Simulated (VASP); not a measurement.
Input of a VASP 6.6.1 run:

INCAR

```
PREC = Accurate
ENCUT = 520
EDIFF = 1E-8
ISMEAR = -1
SIGMA = 0.01
LREAL = F
LASPH = T
NELM = 80
ALGO = Normal
ISIF = 2
LWAVE = F
LCHARG = F
GGA = PS
IVDW = 12
LEFG = T
NBANDS = 50
```

Contents of KPOINTS:

```
Automatic mesh
0
Gamma
  2 4 4
```

The input POSCAR:

```
TePb
1.0
    7.9717400000      0.0000000000      0.0000000000
    0.0000000000      4.5705800000      0.0000000000
    0.0000000000      0.0000000000      7.9149700000
Te Pb
4 4
Direct
    0.2489100000      0.7500000000      0.0833800000
    0.7489100000      0.7500000000      0.4166200000
    0.2510900000      0.2500000000      0.5833800000
    0.7510900000      0.2500000000      0.9166200000
    0.0015300000      0.7500000000      0.7487500000
    0.5015300000      0.7500000000      0.7512500000
    0.4984700000      0.2500000000      0.2487500000
    0.9984700000      0.2500000000      0.2512500000
```

Potentials or basis: VASP PAW PBE potentials, release 64 (Te, Pb_d).

Run with:

```console
$ cat potpaw_PBE.64/Te/POTCAR potpaw_PBE.64/Pb_d/POTCAR > POTCAR
$ mpirun -np 1 vasp_std > vasp.out
```

**Question.** What does it give for the dispersion energy per atom?

**Answer.** -0.380 eV.

**Question.** Estimate the band gap on the k mesh.

**Answer.** 0.14 eV.

Stress tensor (GPa, compression positive):
```
-4.00  0.00  0.00
 0.00 -3.39  0.00
 0.00  0.00 -3.45
```

Caveat: without QUAD_EFG the Cq values of the log hold for a quadrupole moment of 1 mb, not for the nuclei; the PAW data sets were made with another functional, which shifts forces and pressure a little; spin-orbit coupling is left out, which moves the levels of the heavy elements. A k mesh can miss the band edges.
